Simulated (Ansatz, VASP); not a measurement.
**Ge in VASP and in Ansatz**

```
Ge
1.0
     1.99037    1.14914    6.45391
    -1.99037    1.14914    6.45391
     0.00000   -2.29828    6.45391
Ge
4
Cartesian
  0.0000 0.0000 18.0871
  0.0000 0.0000 4.3060
  0.0000 0.0000 15.0557
  0.0000 0.0000 1.2746
```

Alike in both runs: functional LDA; k mesh 12 × 12 × 12; occupations gaussian, width 0.1 eV; no spin polarisation.

Ansatz relaxed the structure, and its values are those at the end. VASP's run is a single point on that final structure, the one shown.

```csv
,VASP,Ansatz
version,VASP 6.6.1,Ansatz 0.2.0
potentials or method,"VASP PAW LDA potentials, release 64 (Ge_d), cutoff 520 eV","scalar-relativistic, plane waves, PAW"
valence electrons in the cell,56,56
```

```tsv
	VASP	Ansatz	Ansatz less VASP
gap on the k mesh at the Fermi level (eV)	none	none	-
pressure (GPa)	0.0	0.0	0.00
rms of the force components (eV/Å)	0.008	0.003	-0.0043
```

LDA's correlation is that of Perdew and Zunger in VASP and of Perdew and Wang (1992) in Ansatz. A gap of «none» marks a metal or a gap that the smearing closes.
